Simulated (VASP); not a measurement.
# Be3CdS4 (P1) in VASP: relaxation of cell and atoms with PBE

Aim: the relaxation of cell and atoms of Be3CdS4 with PBE.

Everything below comes from runs of VASP 6.6.1. Logs are shortened: lines on timing, memory, paths and dates and some standing lists are left out, and cuts for length are marked.

### 1 The cell of the first run

The typed cell holds 8 atoms: a = 3.461 Å, b = 3.540 Å, c = 10.728 Å, α = 89.36°, β = 90.86°, γ = 90.15°.

### 2 Relaxation of cell and atoms, PBE

Contents of INCAR:

```
ALGO = Normal
EDIFF = 1E-7
EDIFFG = -0.025
ENCUT = 600
GGA = PE
IBRION = 2
ISIF = 3
ISMEAR = 0
LASPH = T
LCHARG = F
LREAL = F
LWAVE = F
NELM = 60
NSW = 80
PREC = Accurate
SIGMA = 0.1
```

Contents of KPOINTS:

```
k-points
0
Gamma
  4 4 2
```

Contents of POSCAR:

```
Be3CdS4
1.0
    3.4605835994     -0.0045570227     -0.0265569925
   -0.0045570227      3.5394567475      0.0198583676
   -0.0787769635      0.0589065911     10.7273590361
Be Cd S
3 1 4
Direct
    0.5000299071      0.5184662421      0.2756787000
   -0.0064079460      0.0056127798      0.5005711992
    0.4990900180      0.5104022889      0.7240423976
    0.9988298693      0.0015174238     -0.0028769329
    0.5203782061     -0.0223163768      0.1681484290
    0.5075754012     -0.0040708618      0.6076692151
   -0.0056609738      0.4775645054      0.3957845351
   -0.0138344818      0.5128239987      0.8309824570
```

Potentials or basis: VASP PAW PBE potentials, release 64 (Be, Cd, S).

Started as:

```
> cat potpaw_PBE.64/Be/POTCAR potpaw_PBE.64/Cd/POTCAR potpaw_PBE.64/S/POTCAR > POTCAR
> mpirun -np 1 vasp_std > vasp.out
```

OUTCAR:

```text
EDIFF = 1E-7
   EDIFFG = -0.025
   ENCUT = 600
   GGA = PE
   IBRION = 2
   ISIF = 3
   ISMEAR = 0
   LASPH = T
   LREAL = F
   NELM = 60
   NSW = 80
   PREC = Accurate

 ion  position               nearest neighbor table
   1  0.500  0.518  0.276-   5 1.98   7 2.13   7 2.19   5 2.25
   2  0.994  0.006  0.501-   7 2.00   6 2.05   6 2.10   7 2.19
   3  0.499  0.510  0.724-   8 2.02   6 2.11   8 2.13   6 2.22
   4  0.999  0.002  0.997-   5 2.49   8 2.50   8 2.53   5 2.56
   5  0.520  0.978  0.168-   1 1.98   1 2.25   4 2.49   4 2.56
   6  0.508  0.996  0.608-   2 2.05   2 2.10   3 2.11   3 2.22
   7  0.994  0.478  0.396-   2 2.00   1 2.13   2 2.19   1 2.19
   8  0.986  0.513  0.831-   3 2.02   3 2.13   4 2.50   4 2.53

  LATTYP: Found a triclinic cell.
 ALAT       =    10.7278100135
 B/A-ratio  =     0.3225903977
 C/A-ratio  =     0.3299382991
 COS(alpha) =     0.0026472608
 COS(beta)  =     0.0111106212
 COS(gamma) =     0.0150238372

  Lattice vectors:

 A1 = (   0.0787769635,  -0.0589065911, -10.7273590361)
 A2 = (   3.4605835994,  -0.0045570227,  -0.0265569925)
 A3 = (   0.0045570227,  -3.5394567475,  -0.0198583676)

Analysis of symmetry for initial positions (statically):
=====================================================================
 Subroutine PRICEL returns:
 Original cell was already a primitive cell.

 Routine SETGRP: Setting up the symmetry group for a
 triclinic supercell.

 Subroutine GETGRP returns: Found  1 space group operations
 (whereof  1 operations were pure point group operations)
 out of a pool of  2 trial point group operations.

The static configuration has the point symmetry C_1 .

Analysis of symmetry for dynamics (positions and initial velocities):
=====================================================================
 Subroutine PRICEL returns:
 Original cell was already a primitive cell.

 Routine SETGRP: Setting up the symmetry group for a
 triclinic supercell.

 Subroutine GETGRP returns: Found  1 space group operations
 (whereof  1 operations were pure point group operations)
 out of a pool of  2 trial point group operations.

The dynamic configuration has the point symmetry C_1 .

 Subroutine INISYM returns: Found  1 space group operations
 (whereof  1 operations are pure point group operations),
 and found     1 'primitive' translations

----------------------------------------------------------------------------------------

                                     Primitive cell

  volume of cell :     131.3833

  direct lattice vectors                    reciprocal lattice vectors
     3.460583599 -0.004557023 -0.026556993     0.288985346  0.000360171  0.002120202
    -0.004557023  3.539456748  0.019858368     0.000360171  0.282538387 -0.001548843
    -0.078776964  0.058906591 10.727359036     0.000714755 -0.000522140  0.093227705

  length of vectors
     3.460688499  3.539515389 10.727810014     0.288993348  0.282542861  0.093231907

  position of ions in fractional coordinates (direct lattice)
     0.500029907  0.518466242  0.275678700
     0.993592054  0.005612780  0.500571199
     0.499090018  0.510402289  0.724042398
     0.998829869  0.001517424  0.997123067
     0.520378206  0.977683623  0.168148429
     0.507575401  0.995929138  0.607669215
     0.994339026  0.477564505  0.395784535
     0.986165518  0.512823999  0.830982457

  ion indices of the primitive-cell ions
   primitive index   ion index
                 1           1
                 2           2
                 3           3
                 4           4
                 5           5
                 6           6
                 7           7
                 8           8

----------------------------------------------------------------------------------------

 KPOINTS: k-points

Automatic generation of k-mesh.
 Grid dimensions read from file:
 generate k-points for:    4    4    2

 Generating k-lattice:

  Cartesian coordinates                     Fractional coordinates (reciprocal lattice)
     0.072246336  0.000090043  0.000530051     0.250000000  0.000000000  0.000000000
     0.000090043  0.070634597 -0.000387211     0.000000000  0.250000000 -0.000000000
     0.000357377 -0.000261070  0.046613853     0.000000000  0.000000000  0.500000000

  Length of vectors
     0.072248337  0.070635715  0.046615954

  Shift w.r.t. Gamma in fractional coordinates (k-lattice)
     0.000000000  0.000000000  0.000000000

 Subroutine IBZKPT returns following result:
 ===========================================

 Found     20 irreducible k-points:

 Following reciprocal coordinates:
            Coordinates               Weight
  0.000000  0.000000  0.000000      1.000000
  0.250000  0.000000 -0.000000      2.000000
  0.500000  0.000000 -0.000000      1.000000
  0.000000  0.250000  0.000000      2.000000
  0.250000  0.250000 -0.000000      2.000000
  0.500000  0.250000 -0.000000      2.000000
[... 12 lines left out ...]
  0.250000  0.500000  0.500000      2.000000
  0.500000  0.500000  0.500000      1.000000
   k-points           NKPTS =     20   k-points in BZ     NKDIM =     20   number of bands    NBANDS=     26
   number of dos      NEDOS =    301   number of ions     NIONS =      8
   total plane-waves  NPLWV =  70560
   dimension x,y,z NGX =    28 NGY =   28 NGZ =   90
   dimension x,y,z NGXF=    56 NGYF=   56 NGZF=  180
   ions per type =               3   1   4
   NGX,Y,Z   is equivalent  to a cutoff of  13.45, 13.15, 13.95 a.u.
   NGXF,Y,Z  is equivalent  to a cutoff of  26.90, 26.30, 27.89 a.u.
 SYSTEM =  unknown system
   PREC   = accura    normal or accurate (medium, high low for compatibility)
   ISTART =      0    job   : 0-new  1-cont  2-samecut
   ICHARG =      2    charge: 1-file 2-atom 10-const
   ISPIN  =      1    spin polarized calculation?
   LNONCOLLINEAR =      F non collinear calculations
   LSORBIT =      F    spin-orbit coupling
   LASPH  =      T    aspherical Exc in radial PAW
   ENCUT  =  600.0 eV  44.10 Ry    6.64 a.u.   6.91  7.07 21.43*2*pi/ulx,y,z
   NELM   =     60;   NELMIN=  2; NELMDL= -5     # of ELM steps
   EDIFF  = 0.1E-06   stopping-criterion for ELM
   LREAL  =      F    real-space projection
   EDIFFG = -.3E-01   stopping-criterion for IOM
   NSW    =     80    number of steps for IOM
   IBRION =      2    ionic relax: 0-MD 1-quasi-New 2-CG
   NFREE  =      1    steps in history (QN), initial steepest desc. (CG)
   ISIF   =      3    stress and relaxation
   ISYM   =      2    0-nonsym 1-usesym 2-fastsym
   POTIM  = 0.5000    time-step for ionic-motion
   TEBEG  =    0.0;   TEEND  =   0.0 temperature during run
   PSTRESS=    0.0 pullay stress
   NELECT =      42.0000    total number of electrons
   NUPDOWN=      -1.0000    fix difference up-down
   EMIN   =  10.00;   EMAX   =-10.00  energy-range for DOS
   EFERMI =   0.00;   METHOD = LEGACY
   ISMEAR =     0;   SIGMA  =   0.10  broadening in eV -4-tet -1-fermi 0-gaus
   EFERMI_NEDOS =   21; number of points for ismear=-14 and -15
   IALGO  =     38    algorithm
   IMIX   =      4    mixing-type and parameters
     AMIX     =   0.40;   BMIX     =  1.00
     AMIX_MAG =   1.60;   BMIX_MAG =  1.00
  volume/ion in A,a.u.               =      16.42       110.83
  Fermi-wavevector in a.u.,A,eV,Ry     =   1.119381  2.115323 17.048282  1.253013
  Thomas-Fermi vector in A             =   2.256019
   LORBIT       =      0    0 simple, 1 ext, 2 COOP (PROOUT), +10 PAW based schemes
   GGA     = PE    functional components
   LHFCALC =     F    Hartree Fock is set to
   AEXX    =    0.0000 exact exchange contribution
   IVDW    =     0    specifies the selected vdW correction
   LEPSILON=     F    determine dielectric tensor
   LRPA    =     F    only Hartree local field effects (RPA)
 conjugate gradient relaxation of ions
 non-spin polarized calculation
 Gauss-broadening in eV      SIGMA  =   0.10
  energy-cutoff  :      600.00
  volume of cell :      131.38
 maximum number of plane-waves:      4406
   NGX = 13   NGY = 15   NGZ = 43

--------------------------------------- Ionic step        1  -------------------------------------------

 number of electron      42.0000004 magnetization

 Free energy of the ion-electron system (eV)
  ---------------------------------------------------
  ext. energy  EPLUGINS =         0.00000000
  ---------------------------------------------------
  free energy    TOTEN  =       -35.25113394 eV

  energy without entropy =      -35.25113394  energy(sigma->0) =      -35.25113394

 E-fermi :   4.3247     XC(G=0):  -9.7071

 val. band max:        3.8894702544   @ k =   0.0000   0.0000   0.0000
 cond. band min:       6.4407611217   @ k =   0.0000   0.0000   0.0000
 fundamental gap:      2.5512908672
 Fermi energy:         4.3247112646

 k-point     1 :       0.0000    0.0000    0.0000
  band No.  band energies     occupation
      1      -9.9915      2.00000
      2      -9.3954      2.00000
      3      -9.0581      2.00000
      4      -8.0994      2.00000
      5      -4.6442      2.00000
      6      -4.3871      2.00000
[... 688 lines left out ...]
  FREE ENERGIE OF THE ION-ELECTRON SYSTEM (eV)
  ---------------------------------------------------
  free  energy   TOTEN  =       -35.5260842113 eV

  energy  without entropy=      -35.5260842113  energy(sigma->0) =      -35.52608421

[... ionic steps 4 to 7 ...]

--------------------------------------- Ionic step        8  -------------------------------------------

 number of electron      42.0000003 magnetization

------------------------ aborting loop because EDIFF is reached ----------------------------------------

  FORCE on cell =-STRESS in cart. coord.  units (eV):
  Direction    XX          YY          ZZ          XY          YZ          ZX
  --------------------------------------------------------------------------------------
  -------------------------------------------------------------------------------------
  Total       -0.0120089     -0.0118297     -0.0107915     -0.0041021     -0.0591176      0.0273728
  in kB       -0.1418246     -0.1397089     -0.1274476     -0.0484456     -0.6981779      0.3232722
  external PRESSURE =      -0.1363270 kB  Pullay stress =       0.0000000 kB
[... 69 lines left out ...]
  energy  without entropy=      -35.5810926074  energy(sigma->0) =      -35.58109261

--------------------------------------- Ionic step       10  -------------------------------------------

 number of electron      42.0000001 magnetization

 Free energy of the ion-electron system (eV)
  ---------------------------------------------------
  ext. energy  EPLUGINS =         0.00000000
  ---------------------------------------------------
  free energy    TOTEN  =       -35.58142007 eV

  energy without entropy =      -35.58142007  energy(sigma->0) =      -35.58142007

 E-fermi :   3.8958     XC(G=0):  -9.5643

 val. band max:        3.4082393547   @ k =   0.0000   0.0000   0.0000
 cond. band min:       6.2432099101   @ k =   0.0000   0.0000   0.0000
 fundamental gap:      2.8349705554
 Fermi energy:         3.8958186235

 k-point     1 :       0.0000    0.0000    0.0000
  band No.  band energies     occupation
      1     -10.1026      2.00000
      2      -9.5295      2.00000
      3      -9.0903      2.00000
      4      -8.3008      2.00000
      5      -4.6580      2.00000
      6      -4.4664      2.00000
[... 604 lines left out ...]
  FREE ENERGIE OF THE ION-ELECTRON SYSTEM (eV)
  ---------------------------------------------------
  free  energy   TOTEN  =       -35.5814200749 eV

  energy  without entropy=      -35.5814200749  energy(sigma->0) =      -35.58142007

 reached required accuracy - stopping structural energy minimisation
```

It took 5.1 min on 1 thread of Intel Xeon 6975P-C (Granite Rapids), shared host; peak memory 0.31 GiB.

What came out:

```
Free energy                           : -35.5814 eV
Relaxed volume                        : 16.96 Å³/atom
Relaxed cell                          : a = 3.585 Å, b = 3.585 Å, c = 10.559 Å, α = 90.11°, β = 89.87°, γ = 90.00°
Space group after relaxing (to 0.1 Å) : P-4m2 (No. 115)
Energy gained by relaxing             : 41.3 meV/atom
Ionic steps                           : 10
Pressure after relaxing               : 0.0 GPa
Largest force after relaxing          : 0.023 eV/Å
Band gap on the k mesh                : 2.83 eV
```

Forces on the atoms (eV/Å):
```
Be   0.000  0.004 -0.007
Be   0.005  0.014 -0.006
Be   0.003 -0.012  0.005
Cd  -0.022 -0.006  0.004
S    0.000  0.005  0.007
S   -0.002 -0.010  0.002
S    0.002  0.021 -0.006
S    0.014 -0.015  0.002
```

Step by step:
```
step  energy change (eV)  largest force (eV/Å)  pressure (GPa)  volume (Å³)
   1              0.0000                1.5505            3.27       131.38
   2             -0.2750                0.3583           -1.30       137.82
   3             -0.2750                0.3592           -1.29       137.81
   4             -0.3162                0.1969           -0.10       135.73
   5             -0.3208                0.1676            0.48       134.81
   6             -0.3279                0.0749            0.05       135.52
   7             -0.3283                0.0948           -0.09       135.76
   8             -0.3296                0.0424           -0.01       135.66
   9             -0.3300                0.0347            0.05       135.58
  10             -0.3303                0.0228           -0.02       135.70
```

Final structure:
```
CELL_PARAMETERS angstrom
3.58512 0.00021 0.00408
0.00000 3.58451 -0.00306
0.01238 -0.01133 10.55938
ATOMIC_POSITIONS crystal
Be 0.50082 0.49667 0.27632
Be 0.99890 0.99754 0.50011
Be 0.49677 0.50255 0.72370
Cd 0.00565 0.00488 0.99992
S 0.50293 0.99689 0.16778
S 0.49835 0.00102 0.61155
S 0.99994 0.49692 0.38855
S 0.99664 0.50353 0.83207
```

Caveat: the k points lie up to 0.44 Å⁻¹ apart in the final cell. A k mesh can miss the band edges.
